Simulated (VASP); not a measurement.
Input of a VASP 6.6.1 run:

Contents of INCAR:

```
SYSTEM = PtS2
PREC = Accurate ; ENCUT = 520
EDIFF = 1E-7 ; ISMEAR = 0
SIGMA = 0.05 ; LREAL = .FALSE.
LASPH = .TRUE. ; NELM = 80
ALGO = Normal ; ISIF = 2
LWAVE = .FALSE. ; LCHARG = .FALSE.
GGA = PS ; NBANDS = 18
```

The input KPOINTS:

```
regular mesh
0
G
  12 12 8
  0 0 0
```

File POSCAR:

```
PtS2
1.0
    3.5431994758      0.0000000000      0.0000000000
   -1.7715997379      3.0685007567      0.0000000000
    0.0000000000      0.0000000000      5.0388000000
Pt S
1 2
Direct
    0.0000000000      0.0000000000      0.0000000000
    0.4277695974      0.7357988101      0.2500000000
    0.6666666667      0.3333333333      0.7500000000
```

Potentials or basis: VASP PAW PBE potentials, release 64 (Pt, S).

The run is started by

```console
$ cat potpaw_PBE.64/Pt/POTCAR potpaw_PBE.64/S/POTCAR > POTCAR
$ mpirun -np 1 vasp_std > vasp.out
```

(1) Estimate the band gap on the k mesh.

(2) What does it give for the largest force?

(3) What does it give for the pressure?

Answers

(1) 0.25 eV (least direct gap 0.39 eV).

(2) 3.225 eV/Å.

(3) 1.0 GPa.

Caveat: the cell differs from its parent crystal (atom 2 (S) moved by (+0.300, +0.000) A along [1 1 0] and z); the stress differs along the axes, from -2 to 5 GPa; the PAW data sets were made with another functional, which shifts forces and pressure a little; spin-orbit coupling is left out, which moves the levels of the heavy elements.
